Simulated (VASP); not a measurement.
# InPd (Pm-3m) in VASP: a series of runs

Aim: see how the results for InPd move with the level of theory and the settings. Levels: revPBE, BLYP, r2SCAN, LDA, PBEsol. Tasks: single point, relaxation of cell and atoms.

Program: VASP 6.6.1. These are calculated values, not measurements. Logs are shortened: lines on timing, memory, paths and dates and some standing lists are left out, and cuts for length are marked.

## 1. The cell of the first run

The structure is cubic, space group Pm-3m (No. 221). The conventional cell has a = 3.328 Å, b = 3.328 Å, c = 3.328 Å, α = 90.00°, β = 90.00°, γ = 90.00°. In (site symmetry m-3m) has 8 Pd at 2.88 Å and 6 In at 3.33 Å within 3.8 Å. Within 3.8 Å of Pd (site symmetry m-3m) lie 8 In at 2.88 Å and 6 Pd at 3.33 Å.

## 2. Single point, revPBE

Contents of INCAR:

```
SYSTEM = InPd
ALGO = Normal
EDIFF = 1E-7
ENCUT = 520
GGA = RE
ISIF = 2
ISMEAR = -1
LASPH = .TRUE.
LCHARG = .FALSE.
LREAL = .FALSE.
LWAVE = .FALSE.
NBANDS = 18
NELM = 100
PREC = Accurate
SIGMA = 0.05
```

Contents of KPOINTS:

```
k-points
0
G
  8 8 8
  0 0 0
```

Contents of POSCAR:

```
InPd
1.0
    3.3279149929      0.0000000000      0.0000000000
    0.0000000000      3.3279149929      0.0000000000
    0.0000000000      0.0000000000      3.3279149929
In Pd
1 1
Direct
    0.0000000000      0.0000000000      0.0000000000
    0.5000000000      0.5000000000      0.5000000000
```

Potentials or basis: VASP PAW PBE potentials, release 64 (In_d, Pd).

Run with:

```
> cat potpaw_PBE.64/In_d/POTCAR potpaw_PBE.64/Pd/POTCAR > POTCAR
> mpirun -np 1 vasp_std > vasp.out
```

OUTCAR:

```text
SYSTEM = InPd
   EDIFF = 1E-7
   ENCUT = 520
   GGA = RE
   ISIF = 2
   ISMEAR = -1
   LASPH = .TRUE.
   LREAL = .FALSE.
   NELM = 100
   PREC = Accurate

 ion  position               nearest neighbor table
   1  0.000  0.000  0.000-   2 2.88   2 2.88   2 2.88   2 2.88   2 2.88   2 2.88   2 2.88   2 2.88

   2  0.500  0.500  0.500-   1 2.88   1 2.88   1 2.88   1 2.88   1 2.88   1 2.88   1 2.88   1 2.88

  LATTYP: Found a simple cubic cell.
 ALAT       =     3.3279149929

  Lattice vectors:

 A1 = (   3.3279149929,   0.0000000000,   0.0000000000)
 A2 = (   0.0000000000,   3.3279149929,   0.0000000000)
 A3 = (   0.0000000000,   0.0000000000,   3.3279149929)

Analysis of symmetry for initial positions (statically):
=====================================================================
 Subroutine PRICEL returns:
 Original cell was already a primitive cell.

 Routine SETGRP: Setting up the symmetry group for a
 simple cubic supercell.

 Subroutine GETGRP returns: Found 48 space group operations
 (whereof 48 operations were pure point group operations)
 out of a pool of 48 trial point group operations.

The static configuration has the point symmetry O_h .

Analysis of symmetry for dynamics (positions and initial velocities):
=====================================================================
 Subroutine PRICEL returns:
 Original cell was already a primitive cell.

 Routine SETGRP: Setting up the symmetry group for a
 simple cubic supercell.

 Subroutine GETGRP returns: Found 48 space group operations
 (whereof 48 operations were pure point group operations)
 out of a pool of 48 trial point group operations.

The dynamic configuration has the point symmetry O_h .

 Subroutine INISYM returns: Found 48 space group operations
 (whereof 48 operations are pure point group operations),
 and found     1 'primitive' translations

----------------------------------------------------------------------------------------

                                     Primitive cell

  volume of cell :      36.8567

  direct lattice vectors                    reciprocal lattice vectors
     3.327914993  0.000000000  0.000000000     0.300488445  0.000000000  0.000000000
     0.000000000  3.327914993  0.000000000     0.000000000  0.300488445  0.000000000
     0.000000000  0.000000000  3.327914993     0.000000000  0.000000000  0.300488445
[... 74 lines left out ...]
 SYSTEM =  InPd
   PREC   = accura    normal or accurate (medium, high low for compatibility)
   ISTART =      0    job   : 0-new  1-cont  2-samecut
   ICHARG =      2    charge: 1-file 2-atom 10-const
   ISPIN  =      1    spin polarized calculation?
   LNONCOLLINEAR =      F non collinear calculations
   LSORBIT =      F    spin-orbit coupling
   LASPH  =      T    aspherical Exc in radial PAW
   ENCUT  =  520.0 eV  38.22 Ry    6.18 a.u.   6.19  6.19  6.19*2*pi/ulx,y,z
   NELM   =    100;   NELMIN=  2; NELMDL= -5     # of ELM steps
   EDIFF  = 0.1E-06   stopping-criterion for ELM
   LREAL  =      F    real-space projection
   EDIFFG = 0.1E-05   stopping-criterion for IOM
   NSW    =      0    number of steps for IOM
   IBRION =     -1    ionic relax: 0-MD 1-quasi-New 2-CG
   NFREE  =      0    steps in history (QN), initial steepest desc. (CG)
   ISIF   =      2    stress and relaxation
   ISYM   =      2    0-nonsym 1-usesym 2-fastsym
   POTIM  = 0.5000    time-step for ionic-motion
   TEBEG  =    0.0;   TEEND  =   0.0 temperature during run
   PSTRESS=    0.0 pullay stress
   NELECT =      23.0000    total number of electrons
   NUPDOWN=      -1.0000    fix difference up-down
   EMIN   =  10.00;   EMAX   =-10.00  energy-range for DOS
   EFERMI =   0.00;   METHOD = LEGACY
   ISMEAR =    -1;   SIGMA  =   0.05  broadening in eV -4-tet -1-fermi 0-gaus
   EFERMI_NEDOS =   21; number of points for ismear=-14 and -15
   IALGO  =     38    algorithm
   IMIX   =      4    mixing-type and parameters
     AMIX     =   0.40;   BMIX     =  1.00
     AMIX_MAG =   1.60;   BMIX_MAG =  1.00
  volume/ion in A,a.u.               =      18.43       124.36
  Fermi-wavevector in a.u.,A,eV,Ry     =   1.398981  2.643691 26.628621  1.957148
  Thomas-Fermi vector in A             =   2.522086
   LORBIT       =      0    0 simple, 1 ext, 2 COOP (PROOUT), +10 PAW based schemes
   GGA     = RE    functional components
   LHFCALC =     F    Hartree Fock is set to
   AEXX    =    0.0000 exact exchange contribution
   IVDW    =     0    specifies the selected vdW correction
   LEPSILON=     F    determine dielectric tensor
   LRPA    =     F    only Hartree local field effects (RPA)
 non-spin polarized calculation
  energy-cutoff  :      520.00
  volume of cell :       36.86
 maximum number of plane-waves:      1021
 NGX is ok and might be reduce to    28
   NGX = 13   NGY = 13   NGZ = 13

 number of electron      23.0000001 magnetization

 Free energy of the ion-electron system (eV)
  ---------------------------------------------------
  ext. energy  EPLUGINS =         0.00000000
  ---------------------------------------------------
  free energy    TOTEN  =        -7.95020435 eV

  energy without entropy =       -7.94012202  energy(sigma->0) =       -7.94516319

 E-fermi :   9.7357     XC(G=0): -11.8711

 val. band max:        9.6816443358   @ k =   0.3750   0.2500   0.1250
 cond. band min:       9.7396985989   @ k =   0.3750   0.3750   0.1250
 fundamental gap:      0.0580542631
 Fermi energy:         9.7357071561

 k-point     1 :       0.0000    0.0000    0.0000
  band No.  band energies     occupation
      1      -5.0752      2.00000
      2      -5.0752      2.00000
      3      -4.7251      2.00000
      4      -4.7251      2.00000
      5      -4.7251      2.00000
      6       0.1796      2.00000
[... 481 lines left out ...]
      5      -4.5912      2.00000
      6       3.9813      2.00000
[... 10 lines left out ...]
     17      20.6598      0.00000
     18      22.5466      0.00000

 [... further k-points ...]
[... 5 lines left out ...]
  --------------------------------------------------------------------------------------
  -------------------------------------------------------------------------------------
  Total        0.0010476      0.0010476      0.0010476     -0.0000000     -0.0000000      0.0000000
  in kB        0.0455381      0.0455381      0.0455381     -0.0000000     -0.0000000      0.0000000
  external PRESSURE =       0.0455381 kB  Pullay stress =       0.0000000 kB

 VOLUME and BASIS-vectors are now :
 -----------------------------------------------------------------------------
  energy-cutoff  :      520.00
  volume of cell :       36.86
      direct lattice vectors                 reciprocal lattice vectors
     3.327914993  0.000000000  0.000000000     0.300488445  0.000000000  0.000000000
     0.000000000  3.327914993  0.000000000     0.000000000  0.300488445  0.000000000
     0.000000000  0.000000000  3.327914993     0.000000000  0.000000000  0.300488445

 POSITION                                       TOTAL-FORCE (eV/Angst)
 -----------------------------------------------------------------------------------
      0.00000      0.00000      0.00000         0.000000      0.000000      0.000000
      1.66396      1.66396      1.66396         0.000000      0.000000      0.000000
 -----------------------------------------------------------------------------------
    total drift:                               -0.000000      0.000000      0.000000

  FREE ENERGIE OF THE ION-ELECTRON SYSTEM (eV)
  ---------------------------------------------------
  free  energy   TOTEN  =        -7.9502043525 eV

  energy  without entropy=       -7.9401220188  energy(sigma->0) =       -7.94516319
```

Wall time 43 s (1 thread of Intel Xeon Platinum 8259CL at 2.50GHz (Skylake/Cascade Lake), shared host); peak memory 0.17 GiB.

What came out:

```
Free energy : -7.9502 eV
Pressure    : 0.0 GPa
```

Levels at points of the mesh, in eV from the Fermi level:
| k point | band 9 | band 10 | band 11 | band 12 | band 13 | band 14 |
| --- | --- | --- | --- | --- | --- | --- |
| (0.00, 0.00, 0.00) | -2.08 | -2.08 | -2.08 | 4.24 | 4.24 | 4.24 |
| (0.50, 0.00, 0.00) | -2.97 | -2.97 | -2.14 | -1.00 | 9.23 | 9.23 |
| (0.50, 0.50, 0.00) | -2.46 | -2.05 | -2.05 | -1.54 | 1.31 | 2.41 |
| (0.50, 0.50, 0.50) | -1.51 | -1.51 | -0.15 | 3.80 | 3.80 | 3.80 |

Caveat: the PAW data sets were made with another functional, which shifts forces and pressure a little; spin-orbit coupling is left out, which moves the levels of the heavy elements.

## 3. Single point, BLYP

This run uses another cell than the first one, of 19.50 Å³/atom, 1.058 times its volume.

Contents of INCAR:

```
SYSTEM = InPd
AGGAC = 1.0
AGGAX = 1.0
ALDAC = 0.0
ALDAX = 1.0
ALGO = Normal
EDIFF = 1E-7
ENCUT = 520
GGA = B5
ISIF = 2
ISMEAR = -1
LASPH = .True.
LCHARG = .False.
LREAL = .False.
LWAVE = .False.
NBANDS = 18
NELM = 80
PREC = Accurate
SIGMA = 0.05
```

Contents of KPOINTS:

```
k-points
0
Gamma
  8 8 8
  0 0 0
```

Contents of POSCAR:

```
InPd
1.0
    3.3914931905      0.0000000000      0.0000000000
    0.0000000000      3.3914931905      0.0000000000
    0.0000000000      0.0000000000      3.3914931905
In Pd
1 1
Direct
    0.0000000000      0.0000000000      0.0000000000
    0.5000000000      0.5000000000      0.5000000000
```

Potentials or basis: VASP PAW PBE potentials, release 64 (In_d, Pd).

Run with:

```
> cat potpaw_PBE.64/In_d/POTCAR potpaw_PBE.64/Pd/POTCAR > POTCAR
> mpirun -np 1 vasp_std > vasp.out
```

Wall time 52 s (1 thread of Intel Xeon Platinum 8259CL at 2.50GHz (Skylake/Cascade Lake), shared host); peak memory 0.17 GiB.

It converged, with:

| Quantity | Value |
| --- | --- |
| Free energy | -6.9923 eV |
| Pressure | 0.2 GPa |

Levels at points of the mesh, in eV from the Fermi level:
| k point | band 9 | band 10 | band 11 | band 12 | band 13 | band 14 |
| --- | --- | --- | --- | --- | --- | --- |
| (0.00, 0.00, 0.00) | -1.97 | -1.97 | -1.97 | 4.14 | 4.14 | 4.14 |
| (0.50, 0.00, 0.00) | -2.77 | -2.77 | -2.02 | -0.97 | 8.68 | 8.68 |
| (0.50, 0.50, 0.00) | -2.32 | -1.68 | -1.68 | -1.48 | 0.96 | 2.25 |
| (0.50, 0.50, 0.50) | -1.45 | -1.45 | -0.66 | 3.97 | 3.97 | 3.97 |

Caveat: the PAW data sets were made with another functional, which shifts forces and pressure a little; spin-orbit coupling is left out, which moves the levels of the heavy elements.

## 4. Single point, r2SCAN

This run uses another cell than the first one, of 17.44 Å³/atom, 0.946 times its volume.

Contents of POSCAR:

```
InPd
1.0
    3.2671894599      0.0000000000      0.0000000000
    0.0000000000      3.2671894599      0.0000000000
    0.0000000000      0.0000000000      3.2671894599
In Pd
1 1
Direct
    0.0000000000      0.0000000000      0.0000000000
    0.5000000000      0.5000000000      0.5000000000
```

Contents of INCAR.step1:

```
SYSTEM = InPd
ALGO = Normal ; EDIFF = 1E-4
ENCUT = 520 ; GGA = PE
ISMEAR = -1 ; LASPH = .TRUE.
LCHARG = .FALSE. ; LREAL = .FALSE.
LWAVE = .TRUE. ; NBANDS = 18
NELM = 80 ; PREC = Accurate
SIGMA = 0.05
```

Contents of INCAR.step2:

```
SYSTEM = InPd
ALGO = Normal ; EDIFF = 1E-6
ENCUT = 520 ; ISIF = 2
ISMEAR = -1 ; ISTART = 1
LASPH = .TRUE. ; LCHARG = .FALSE.
LMIXTAU = .TRUE. ; LREAL = .FALSE.
LWAVE = .FALSE. ; METAGGA = R2SCAN
NBANDS = 18 ; NELM = 80
PREC = Accurate ; SIGMA = 0.05
```

Contents of KPOINTS:

```
k-points
0
G
  8 8 8
  0 0 0
```

Run with:

```
> cat potpaw_PBE.64/In_d/POTCAR potpaw_PBE.64/Pd/POTCAR > POTCAR
> cp INCAR.step1 INCAR
> mpirun -np 1 vasp_std > vasp.out
> cp INCAR.step2 INCAR
> mpirun -np 1 vasp_std > vasp.out
```

Wall time 93 s (1 thread of Intel Xeon Platinum 8259CL at 2.50GHz (Skylake/Cascade Lake), shared host); peak memory 0.15 GiB.

It converged, with:

```yaml
Free_energy: -46.6476 eV
Pressure: 0.6 GPa
```

Levels at points of the mesh, in eV from the Fermi level:
| k point | band 8 | band 9 | band 10 | band 11 | band 12 | band 13 | band 14 | band 15 | band 16 | band 17 |
| --- | --- | --- | --- | --- | --- | --- | --- | --- | --- | --- |
| (0.00, 0.00, 0.00) | -3.94 | -2.30 | -2.30 | -2.30 | 4.61 | 4.61 | 4.61 | 10.27 | 11.01 | 11.01 |
| (0.50, 0.00, 0.00) | -3.91 | -3.33 | -3.33 | -2.38 | -1.09 | 10.23 | 10.23 | 10.30 | 11.33 | 11.33 |
| (0.50, 0.50, 0.00) | -2.74 | -2.74 | -2.36 | -2.36 | -1.72 | 1.74 | 2.73 | 10.23 | 12.04 | 12.04 |
| (0.50, 0.50, 0.50) | -5.04 | -1.68 | -1.68 | 0.36 | 4.06 | 4.06 | 4.06 | 4.69 | 4.69 | 4.69 |

Caveat: the PAW data sets were made with another functional, which shifts forces and pressure a little; spin-orbit coupling is left out, which moves the levels of the heavy elements.

## 5. Relaxation of cell and atoms, LDA

This run uses another cell than the first one, of 17.51 Å³/atom, 0.950 times its volume.

Contents of INCAR:

```
SYSTEM = InPd
PREC = Accurate
ENCUT = 600
EDIFF = 1E-6
ISMEAR = -1
SIGMA = 0.05
LREAL = .False.
LASPH = .True.
NELM = 80
ALGO = Normal
ISIF = 3
LWAVE = .False.
LCHARG = .False.
GGA = CA
IBRION = 2
NSW = 60
EDIFFG = -0.01
```

Contents of KPOINTS:

```
Automatic mesh
0
Gamma
  8 8 8
  0 0 0
```

Contents of POSCAR:

```
InPd
1.0
    3.2718847800      0.0000000000      0.0000000000
    0.0000000000      3.2718847800      0.0000000000
    0.0000000000      0.0000000000      3.2718847800
In Pd
1 1
Direct
    0.0000000000      0.0000000000      0.0000000000
    0.5000000000      0.5000000000      0.5000000000
```

Potentials or basis: VASP PAW LDA potentials, release 64 (In_d, Pd).

Run with:

```
> cat potpaw_LDA.64/In_d/POTCAR potpaw_LDA.64/Pd/POTCAR > POTCAR
> mpirun -np 1 vasp_std > vasp.out
```

OUTCAR:

```text
SYSTEM = InPd
   PREC = Accurate
   ENCUT = 600
   EDIFF = 1E-6
   ISMEAR = -1
   LREAL = .False.
   LASPH = .True.
   NELM = 80
   ISIF = 3
   GGA = CA
   IBRION = 2
   NSW = 60
   EDIFFG = -0.01

 ion  position               nearest neighbor table
   1  0.000  0.000  0.000-   2 2.83   2 2.83   2 2.83   2 2.83   2 2.83   2 2.83   2 2.83   2 2.83

   2  0.500  0.500  0.500-   1 2.83   1 2.83   1 2.83   1 2.83   1 2.83   1 2.83   1 2.83   1 2.83

  LATTYP: Found a simple cubic cell.
 ALAT       =     3.2718847800

  Lattice vectors:

 A1 = (   3.2718847800,   0.0000000000,   0.0000000000)
 A2 = (   0.0000000000,   3.2718847800,   0.0000000000)
 A3 = (   0.0000000000,   0.0000000000,   3.2718847800)

Analysis of symmetry for initial positions (statically):
=====================================================================
[... 261 lines left out ...]

 k-point     1 :       0.0000    0.0000    0.0000
  band No.  band energies     occupation
      1      -4.0073      2.00000
      2      -4.0073      2.00000
      3      -3.5319      2.00000
      4      -3.5319      2.00000
      5      -3.5319      2.00000
      6       0.4878      2.00000
      7       6.9721      2.00000
      8       6.9721      2.00000
      9       8.6352      2.00000
     10       8.6352      2.00000
     11       8.6352      2.00000
     12      15.2316      0.00000
     13      15.2316      0.00000
     14      15.2316      0.00000
[... 401 lines left out ...]
      2      -3.7287      2.00000
      3      -3.7168      2.00000
      4      -3.6934      2.00000
      5      -3.3450      2.00000
      6       4.5756      2.00000
      7       6.7982      2.00000
      8       7.2277      2.00000
      9       7.6946      2.00000
     10       8.6432      2.00000
     11       9.3625      2.00000
     12       9.9442      2.00000
     13      13.4084      0.00000
     14      14.6740      0.00000
     15      19.0241      0.00000

 [... further k-points ...]
[... 5 lines left out ...]
  --------------------------------------------------------------------------------------
  -------------------------------------------------------------------------------------
  Total       -0.0117230     -0.0117230     -0.0117230     -0.0000000     -0.0000000     -0.0000000
  in kB       -0.5631703     -0.5631703     -0.5631703     -0.0000000     -0.0000000     -0.0000000
  external PRESSURE =      -0.5631703 kB  Pullay stress =       0.0000000 kB
[... 17 lines left out ...]
  FREE ENERGIE OF THE ION-ELECTRON SYSTEM (eV)
  ---------------------------------------------------
  free  energy   TOTEN  =       -10.8040657362 eV

  energy  without entropy=      -10.7939072390  energy(sigma->0) =      -10.79898649

 reached required accuracy - stopping structural energy minimisation
```

OSZICAR:

```text
N       E                     dE             d eps       ncg     rms          rms(c)
DAV:   1     0.172381062735E+03    0.17238E+03   -0.12624E+04  1057   0.222E+03
[... 24 lines left out ...]
DAV:   1    -0.117671307141E+02   -0.10195E+01   -0.21615E+01  1127   0.910E+01    0.646E+00
DAV:   2    -0.109121886437E+02    0.85494E+00   -0.34972E+00  1064   0.262E+01    0.237E+00
DAV:   3    -0.108230929421E+02    0.89096E-01   -0.25612E-01  1400   0.101E+01    0.106E+00
DAV:   4    -0.108056688945E+02    0.17424E-01   -0.47303E-02  1558   0.418E+00    0.825E-01
DAV:   5    -0.108047416539E+02    0.92724E-03   -0.16708E-03  1201   0.492E-01    0.502E-01
DAV:   6    -0.108040574351E+02    0.68422E-03   -0.95924E-04  1312   0.290E-01    0.602E-02
DAV:   7    -0.108040659422E+02   -0.85071E-05   -0.32401E-05  1443   0.579E-02    0.300E-02
DAV:   8    -0.108040657362E+02    0.20606E-06   -0.87973E-07   800   0.171E-02
   3 F= -.10804066E+02 E0= -.10798986E+02  d E =-.371108E-01
```

CONTCAR:

```text
InPd
   1.00000000000000
     3.2188660860740534    0.0000000000000000   -0.0000000000000000
    -0.0000000000000000    3.2188660860740534    0.0000000000000000
    -0.0000000000000000   -0.0000000000000000    3.2188660860740534
  In              Pd
     1     1
Direct
     0.0000000000000000    0.0000000000000000    0.0000000000000000
     0.5000000000000000    0.5000000000000000    0.5000000000000000

  0.00000000E+00  0.00000000E+00  0.00000000E+00
  0.00000000E+00  0.00000000E+00  0.00000000E+00
```

Wall time 76 s (1 thread of Intel Xeon Platinum 8259CL at 2.50GHz (Skylake/Cascade Lake), shared host); peak memory 0.16 GiB.

What came out:

```
Free energy                            : -10.8041 eV
Relaxed volume                         : 16.68 Å³/atom
Relaxed cell                           : a = 3.219 Å, b = 3.219 Å, c = 3.219 Å, α = 90.00°, β = 90.00°, γ = 90.00°
Space group after relaxing (to 0.05 Å) : Pm-3m (No. 221)
Energy gained by relaxing              : 18.6 meV/atom
Ionic steps                            : 3
Pressure after relaxing                : -0.1 GPa
```

Step by step:
```csv
step,energy change (eV),largest force (eV/Å),pressure (GPa),volume (Å³)
1,0.0000,0.0000,-6.66,35.03
2,0.0193,0.0000,10.29,31.46
3,-0.0371,0.0000,-0.06,33.35
```

Final structure:
```
In Pd
1.0
     3.21887    0.00000    0.00000
     0.00000    3.21887    0.00000
     0.00000    0.00000    3.21887
In Pd
1 1
Direct
  0.00000 0.00000 0.00000
  0.50000 0.50000 0.50000
```

Caveat: spin-orbit coupling is left out, which moves the levels of the heavy elements.

(Continued in part 2 of 2.)
